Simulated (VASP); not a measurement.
Wanted: the native input for a VASP 6.6.1 run.

| Property | Result |
| --- | --- |
| Task | single point |
| Functional | PBEsol |
| Potentials or basis | VASP PAW PBE potentials, release 64 (Ti_sv) |
| Cutoff | 520 eV |
| k mesh | 12 × 12 × 14 |
| Occupations | gaussian, width 0.15 eV |
| Spin | no spin polarisation |
| Dipole correction | no |
| Further INCAR settings | ALGO = Fast; EDIFF = 1e-06; NBANDS = 25 |

The structure of Ti lies in POSCAR:

```
Ti
1.0
    4.4607000000      0.0000000000      0.0000000000
   -2.2303500000      3.8630795187      0.0000000000
    0.0000000000      0.0000000000      2.8823000000
Ti
3
Direct
    0.0000000000      0.0000000000      0.0000000000
    0.3333333333      0.6666666667      0.5000000000
    0.6666666667      0.3333333333      0.5000000000
```

This isn't the form of Ti at room conditions, which is hcp.

One way to write it, as run:

INCAR

```
PREC = Accurate
ENCUT = 520
EDIFF = 1E-6
ISMEAR = 0
SIGMA = 0.15
LREAL = False
LASPH = True
NELM = 60
ALGO = Fast
ISIF = 2
LWAVE = False
LCHARG = True
GGA = PS
LELF = True
LVHAR = True
NBANDS = 25
```

KPOINTS

```
regular mesh
0
Gamma
  12 12 14
```

Potentials or basis: VASP PAW PBE potentials, release 64 (Ti_sv).

Launch:

```bash
$ cat potpaw_PBE.64/Ti_sv/POTCAR > POTCAR
$ mpirun -np 1 vasp_std > vasp.out
```

Results of the run:

```
Pressure               : -1.2 GPa
Band gap on the k mesh : zero (bands 18 and 19 overlap by 0.46 eV)
```

Caveat: the PAW data sets were made with another functional, which shifts forces and pressure a little.

It took 7.9 min on 1 thread of Intel(R) Xeon(R) Platinum 8488C (Sapphire Rapids), with other jobs on the host, peak memory 0.27 GiB.
